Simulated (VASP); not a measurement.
# AlN (R3m) in VASP: further runs, part 2 of 2

VASP 6.6.1. The steps go on from the part before.

### 4 Single point, r2SCAN (all Al atoms moved +0.175 Å, as atom 1 along Cartesian [1 1 1])

Input file POSCAR:

```
AlN
1.0
    0.0000000000      2.1839935596      2.1839935596
    2.1839935596      0.0000000000      2.1839935596
    2.1839935596      2.1839935596      0.0000000000
Al N
1 1
Direct
    0.0231310886      0.0231310886      0.0231310886
    0.7500000000      0.7500000000      0.7500000000
```

Input file INCAR.step1:

```
SYSTEM = AlN
ALGO = Normal
EDIFF = 1E-4
ENCUT = 520
GGA = PE
ISMEAR = 0
LASPH = .True.
LCHARG = .False.
LREAL = .False.
LWAVE = .True.
NBANDS = 11
NELM = 100
PREC = Accurate
SIGMA = 0.05
```

Input file INCAR.step2:

```
SYSTEM = AlN
ALGO = Normal
EDIFF = 1E-7
ENCUT = 520
ISIF = 2
ISMEAR = 0
ISTART = 1
LASPH = .True.
LCHARG = .False.
LMIXTAU = .True.
LREAL = .False.
LWAVE = .False.
METAGGA = R2SCAN
NBANDS = 11
NELM = 100
PREC = Accurate
SIGMA = 0.05
```

Input file KPOINTS:

```
k-points
0
Gamma
  10 10 10
  0 0 0
```

Potentials or basis: VASP PAW PBE potentials, release 64 (Al, N).

Started as:

```
cat potpaw_PBE.64/Al/POTCAR potpaw_PBE.64/N/POTCAR > POTCAR
cp INCAR.step1 INCAR
mpirun -np 1 vasp_std > vasp.out
cp INCAR.step2 INCAR
mpirun -np 1 vasp_std > vasp.out
```

OUTCAR:

```text
SYSTEM = AlN
   EDIFF = 1E-7
   ENCUT = 520
   ISIF = 2
   ISMEAR = 0
   ISTART = 1
   LASPH = .True.
   LREAL = .False.
   METAGGA = R2SCAN
   NELM = 100
   PREC = Accurate

 ion  position               nearest neighbor table
   1  0.023  0.023  0.023-   2 1.84   2 1.84   2 1.84   2 2.07
   2  0.750  0.750  0.750-   1 1.84   1 1.84   1 1.84   1 2.07

  LATTYP: Found a face centered cubic cell.
 ALAT       =     4.3679871192

  Lattice vectors:

 A1 = (   0.0000000000,   2.1839935596,   2.1839935596)
 A2 = (   2.1839935596,   0.0000000000,   2.1839935596)
 A3 = (   2.1839935596,   2.1839935596,   0.0000000000)

Analysis of symmetry for initial positions (statically):
=====================================================================
 Subroutine PRICEL returns:
 Original cell was already a primitive cell.

 Routine SETGRP: Setting up the symmetry group for a
 face centered cubic supercell.

 Subroutine GETGRP returns: Found  6 space group operations
 (whereof  6 operations were pure point group operations)
 out of a pool of 48 trial point group operations.

The static configuration has the point symmetry C_3v.

Analysis of symmetry for dynamics (positions and initial velocities):
=====================================================================
 Subroutine PRICEL returns:
 Original cell was already a primitive cell.

 Routine SETGRP: Setting up the symmetry group for a
 face centered cubic supercell.

 Subroutine GETGRP returns: Found  6 space group operations
 (whereof  6 operations were pure point group operations)
 out of a pool of 48 trial point group operations.

The dynamic configuration has the point symmetry C_3v.

 Subroutine INISYM returns: Found  6 space group operations
 (whereof  6 operations are pure point group operations),
 and found     1 'primitive' translations

----------------------------------------------------------------------------------------

                                     Primitive cell

  volume of cell :      20.8345
[... 112 lines left out ...]
  Thomas-Fermi vector in A             =   2.325996
   LORBIT       =      0    0 simple, 1 ext, 2 COOP (PROOUT), +10 PAW based schemes
   METAGGA = R2SCAN    functional components
   LHFCALC =     F    Hartree Fock is set to
   AEXX    =    0.0000 exact exchange contribution
   IVDW    =     0    specifies the selected vdW correction
   LEPSILON=     F    determine dielectric tensor
   LRPA    =     F    only Hartree local field effects (RPA)
 non-spin polarized calculation
 Gauss-broadening in eV      SIGMA  =   0.05
  energy-cutoff  :      520.00
  volume of cell :       20.83
 maximum number of plane-waves:       571
   NGX = 11   NGY = 11   NGZ = 11

 number of electron       8.0000000 magnetization

 Free energy of the ion-electron system (eV)
  ---------------------------------------------------
  ext. energy  EPLUGINS =         0.00000000
  ---------------------------------------------------
  free energy    TOTEN  =       -19.00419180 eV

  energy without entropy =      -19.00419180  energy(sigma->0) =      -19.00419180

 E-fermi :   6.4136     XC(G=0): -11.4152

 val. band max:        6.2220565287   @ k =   0.0000   0.0000   0.0000
 cond. band min:       9.6245111898   @ k =   0.5000   0.5000   0.0000
 fundamental gap:      3.4024546611
 Fermi energy:         6.4136017901

 k-point     1 :       0.0000    0.0000    0.0000
  band No.  band energies     occupation
      1     -10.0570      2.00000
      2       5.4145      2.00000
      3       5.4145      2.00000
      4       6.2221      2.00000
      5      10.5109      0.00000
      6      19.2212      0.00000
      7      19.2292      0.00000
      8      19.2292      0.00000
      9      24.1481      0.00000
     10      24.1481      0.00000
     11      25.2255      0.00000
[... 309 lines left out ...]
 k-point    24 :       0.5000    0.4000    0.5000
  band No.  band energies     occupation
      1      -8.0349      2.00000
      2       0.2528      2.00000
      3       4.5047      2.00000
      4       4.7969      2.00000
      5      14.4222      0.00000
      6      15.4420      0.00000
      7      17.9818      0.00000
      8      18.4535      0.00000
      9      25.0116      0.00000
     10      26.0785      0.00000
     11      27.3012      0.00000

 [... further k-points ...]
[... 5 lines left out ...]
  --------------------------------------------------------------------------------------
  -------------------------------------------------------------------------------------
  Total        0.3699164      0.3699164      0.3699164     -0.5764861     -0.5764861     -0.5764861
  in kB       28.4465853     28.4465853     28.4465853    -44.3318001    -44.3318001    -44.3318001
  external PRESSURE =      28.4465853 kB  Pullay stress =       0.0000000 kB

 VOLUME and BASIS-vectors are now :
 -----------------------------------------------------------------------------
  energy-cutoff  :      520.00
  volume of cell :       20.83
      direct lattice vectors                 reciprocal lattice vectors
     0.000000000  2.183993560  2.183993560    -0.228938404  0.228938404  0.228938404
     2.183993560  0.000000000  2.183993560     0.228938404 -0.228938404  0.228938404
     2.183993560  2.183993560  0.000000000     0.228938404  0.228938404 -0.228938404

 POSITION                                       TOTAL-FORCE (eV/Angst)
 -----------------------------------------------------------------------------------
      0.10104      0.10104      0.10104        -0.995263     -0.995263     -0.995263
      3.27599      3.27599      3.27599         0.995263      0.995263      0.995263
 -----------------------------------------------------------------------------------
    total drift:                                0.000380      0.000380      0.000380

  FREE ENERGIE OF THE ION-ELECTRON SYSTEM (eV)
  ---------------------------------------------------
  free  energy   TOTEN  =       -19.0041917989 eV

  energy  without entropy=      -19.0041917989  energy(sigma->0) =      -19.00419180
```

Run time: 64 s. Hardware: 1 thread of Intel Xeon Platinum 8375C at 2.90GHz (Ice Lake), shared host; peak memory 0.15 GiB.

Results:

- Free energy: -19.0042 eV
- Pressure: 2.8 GPa
- Largest force: 1.724 eV/Å
- Band gap on the k mesh: 3.40 eV, indirect (least direct gap 4.29 eV)

Forces in eV/Å, atoms in the order of the input:
```
Al  -0.995 -0.995 -0.995
N    0.995  0.995  0.995
```

Caveat: the cell differs from its parent crystal (all Al atoms moved +0.175 Å, as atom 1 along Cartesian [1 1 1]); the PAW data sets were made with another functional, which shifts forces and pressure a little. A k mesh can miss the band edges.
